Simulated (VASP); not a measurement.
# H22CO11 in VASP: a series of runs, part 2 of 2

VASP 6.6.1. Earlier steps stand in the parts before.

## Step 5: Single point, PBE+D3(BJ)

INCAR

```
SYSTEM = H22CO11
ALGO = Normal
EDIFF = 1E-7
ENCUT = 520
GGA = PE
ISIF = 2
ISMEAR = -1
IVDW = 12
LASPH = .True.
LCHARG = .False.
LREAL = Auto
LWAVE = .False.
NBANDS = 69
NELM = 60
PREC = Accurate
SIGMA = 0.02
```

KPOINTS

```
k-points
0
Gamma
  1 1 1
  0 0 0
```

POSCAR

```
H22CO11
1.0
    7.1203670000      0.0000000000      0.0000000000
    0.0000000000      7.1203670000      0.0000000000
    0.0000000000      0.0000000000      7.1203670000
O H C
11 22 1
Direct
    0.3102649063      0.7874874989      0.2648739875
    0.7698339145      0.1202887435      0.9009086189
    0.5470364098      0.2101155741      0.2505769717
    0.4344017661      0.3257837693      0.5789870101
    0.7345969667      0.8527509888      0.2656885523
    0.8933528286      0.6468065480      0.7826843757
    0.9975749845     -0.0625950881      0.5234280761
    0.0582694684      0.4489375337      1.0324608268
   -0.0562049681      0.3943757393      0.4714785067
    0.2188089462      0.0801924957      0.0721592019
    0.3502066677      0.8099863392      0.8629049598
    0.2304094719      0.8961757168      0.2461811308
    0.2806877792      0.7432201177      0.3938280148
    0.7134182831      0.1542195789      1.0168296100
    0.8909372228      0.0675948304      0.9195452987
    0.4282784862      0.2707725599      0.2118851458
    0.4974181808      0.0745607635      0.2259434099
    0.4476033328      0.2565036325      0.4666894277
    0.5018982870      0.2517847746      0.6610895197
    0.6540674097      0.7723899625      0.3396454143
    0.7710557616      0.7962370479      0.1459334891
    0.9712561164      0.7463800672      0.7085168503
    0.8195925856      0.5737485161      0.6988403828
    1.0136134837      0.0583818222      0.5979326627
    0.8779322751     -0.0566262947      0.4529682248
    0.0821446423      0.5781443569      1.0985950584
    0.0241139256      0.4999601846      0.9075094023
    0.0055334226      0.4775736981      0.3850082447
   -0.1720416939      0.3495185009      0.4073525985
    0.1334481776      0.1995262323      0.0753472398
    0.2606466773      0.0302933823     -0.0601092612
    0.4576589943      0.9014703877      0.6208387854
    0.5975113361      0.7212830462      0.7986245653
    0.4816605661      0.8166573436      0.7560986674
```

Run with:

```
$ cat potpaw_PBE.64/O/POTCAR potpaw_PBE.64/H/POTCAR potpaw_PBE.64/C/POTCAR > POTCAR
$ mpirun -np 1 vasp_gam > vasp.out
```

It took 52 s on 1 thread of Intel Xeon Platinum 8375C at 2.90GHz (Ice Lake), shared host; peak memory 0.39 GiB.

It converged, with:

| Quantity | Value |
| --- | --- |
| Free energy | -166.8663 eV |
| Pressure | -0.5 GPa |
| Largest force | 3.192 eV/Å |
| Band gap on the k mesh | 3.53 eV |
| Dispersion energy per atom | -0.034 eV |

Forces on the atoms (eV/Å):
```
O    0.282 -1.416  1.524
O   -0.823 -0.033 -2.081
O   -1.507 -2.151 -0.938
O   -1.809  2.399  0.267
O    0.451  0.591  0.020
O    1.738  2.338  0.389
O    0.507  1.296  1.506
O    0.706  2.158  1.780
O   -1.286 -0.732  0.189
O   -0.915  1.015 -1.256
O   -1.530  0.504  0.904
H   -0.353  0.635 -0.360
H    0.054  0.348 -0.836
H   -0.260  0.381  1.485
H    0.880 -0.329  0.585
H    0.511  0.283 -0.298
H    1.195  1.652  0.445
H    0.334 -0.661 -1.797
H    1.639 -1.382  2.364
H   -0.335 -0.519 -0.590
H   -0.359 -0.250  0.414
H   -1.519 -1.393  0.392
H   -0.125 -0.686 -1.255
H   -0.430 -1.346 -1.309
H    0.415  0.082 -0.119
H    0.062 -2.431 -0.973
H   -0.365 -0.127 -0.165
H    0.130  0.144 -0.510
H    0.836  0.354  0.160
H    1.481 -1.312 -0.863
H   -1.113  0.977  2.142
H    1.015 -0.466  0.519
H    0.596  0.631 -0.968
C   -0.105 -0.553 -0.767
```

Stress tensor (GPa, compression positive):
```
 0.21 -1.40  0.05
-1.40 -3.06 -0.67
 0.05 -0.67  1.31
```

Levels at points of the mesh, in eV from the valence-band top:
| k point | band 43 | band 44 | band 45 | band 46 | band 47 | band 48 | band 49 | band 50 |
| --- | --- | --- | --- | --- | --- | --- | --- | --- |
| (0.00, 0.00, 0.00) | -0.69 | -0.50 | -0.27 | 0.00 | 3.53 | 3.99 | 6.42 | 6.86 |

Caveat: the k points lie up to 0.88 Å⁻¹ apart.

## Step 6: Single point, PBE+D3(BJ)

INCAR

```
SYSTEM = H22CO11
PREC     = Accurate       ! precision mode
ENCUT    = 520            ! plane-wave cutoff, eV
EDIFF    = 1E-6           ! SCF threshold, eV
ISMEAR   = -1             ! smearing method
SIGMA    = 0.02           ! smearing width, eV
LREAL    = Auto         
LASPH    = .TRUE.         ! aspherical terms in the spheres
NELM     = 80             ! most SCF steps
ALGO     = Normal         ! electronic algorithm
ISIF     = 2              ! what is computed and relaxed
LWAVE    = .FALSE.        ! write WAVECAR
LCHARG   = .FALSE.        ! write CHGCAR
GGA      = PE             ! functional
IVDW     = 12             ! dispersion correction
NBANDS   = 69             ! bands
```

KPOINTS

```
regular mesh
0
G
  1 1 1
  0 0 0
```

POSCAR

```
H22CO11
1.0
    7.1203670000      0.0000000000      0.0000000000
    0.0000000000      7.1203670000      0.0000000000
    0.0000000000      0.0000000000      7.1203670000
O H C
11 22 1
Direct
    0.3464989937      0.7559160925      0.3048719258
    0.8058152059      0.0521461885      0.8108570808
    0.5043560255      0.2305499141      0.1851028184
    0.6007695952      0.4172116409      0.6647971937
    0.7151457221      0.8170505818      0.2310555060
    0.9195874314      0.6678447895      0.8473580084
    1.0659703355     -0.0606008089      0.4833318283
   -0.1097415344      0.4517042450      1.1590273367
   -0.0458122454      0.3975778215      0.5364892006
    0.1608203622      0.1221847132      0.0041009122
    0.3656272212      0.7437257096      0.8423582661
    0.3162056113      0.7667160976      0.1743870786
    0.2487231346      0.8392404493      0.3530295559
    0.6942900556      0.0474413749      0.8892097837
    0.7951275545     -0.0583818222      0.7376866951
    0.5352954419      0.3684079767      0.1799064571
    0.4033921285      0.1970684938      0.1005004377
    0.5085692914      0.3437463266      0.5970900095
    0.6036907929      0.5317984312      0.5960507373
    0.5739030025      0.8238479842      0.2467569438
    0.7356502832      0.6770718419      0.2393977726
    1.0521227347      0.6449807994      0.8951364445
    0.9308649400      0.5854613955      0.7342177728
    1.0110433914      0.0611906662      0.4465219279
    0.9666355681     -0.1349509091      0.5395087079
   -0.0606148531      0.5879893550      1.1485643928
   -0.1337290620      0.4035747034      1.0332332589
   -0.0680302013      0.4282223093      0.4060043534
   -0.1481243874      0.3035658134      0.5615721774
    0.0362621758      0.1178871819     -0.0306866205
    0.2021525014      0.1311730140     -0.1258081220
    0.3778456925      0.9434485610      0.6319337191
    0.5908262875      0.7956050580      0.6777740529
    0.4400756309      0.8346760778      0.7200331107
```

Potentials or basis: VASP PAW PBE potentials, release 64 (O, H, C).

Run with:

```
$ cat potpaw_PBE.64/O/POTCAR potpaw_PBE.64/H/POTCAR potpaw_PBE.64/C/POTCAR > POTCAR
$ mpirun -np 1 vasp_gam > vasp.out
```

Run time: 49 s. Hardware: 1 thread of Intel Xeon Platinum 8375C at 2.90GHz (Ice Lake), shared host; peak memory 0.37 GiB.

The run converged. Its results:

| Quantity | Value |
| --- | --- |
| Free energy | -166.6748 eV |
| Pressure | 0.4 GPa |
| Largest force | 3.920 eV/Å |
| Band gap on the k mesh | 3.27 eV |
| Dispersion energy per atom | -0.034 eV |

Forces on the atoms (eV/Å):
```
O    0.080 -0.122  0.104
O   -0.147  1.656  0.472
O    1.234  1.054  0.573
O   -0.300 -1.024  0.600
O   -0.621 -1.295  0.424
O    1.968 -0.892 -0.622
O    0.133  0.732 -0.143
O    0.658  2.007  0.851
O   -0.381 -1.138  0.786
O    3.044  0.236 -0.126
O   -0.645  0.196  0.471
H    0.053 -0.305 -1.208
H   -0.466  0.283  0.844
H    0.063  0.174  0.459
H    0.284 -1.279 -0.330
H   -0.698 -1.606 -0.384
H   -0.615  0.578 -0.019
H   -0.260 -0.184 -0.144
H    0.066  0.934 -0.534
H    1.030  0.078  0.175
H   -0.371  1.360 -0.238
H   -1.234  0.859 -0.515
H   -0.419 -0.070  0.128
H    0.188 -0.573  0.117
H    0.009 -0.036 -0.170
H   -0.807 -2.439 -0.553
H    0.039  0.530 -0.025
H    0.110 -0.022 -0.807
H    0.677  1.124  0.284
H   -3.892 -0.466 -0.003
H    0.844 -0.021 -0.129
H   -0.582  0.476  0.017
H   -0.622  0.265  0.160
C    1.582 -1.070 -0.518
```

Stress tensor (GPa, compression positive):
```
 1.83 -0.64 -0.74
-0.64 -1.69  0.06
-0.74  0.06  1.13
```

Levels at points of the mesh, in eV from the valence-band top:
```tsv
k point	band 42	band 43	band 44	band 45	band 46	band 47	band 48	band 49	band 50	band 51
(0.00, 0.00, 0.00)	-0.61	-0.33	-0.27	-0.18	0.00	3.27	4.11	6.36	6.54	7.04
```

Caveat: the k points lie up to 0.88 Å⁻¹ apart.
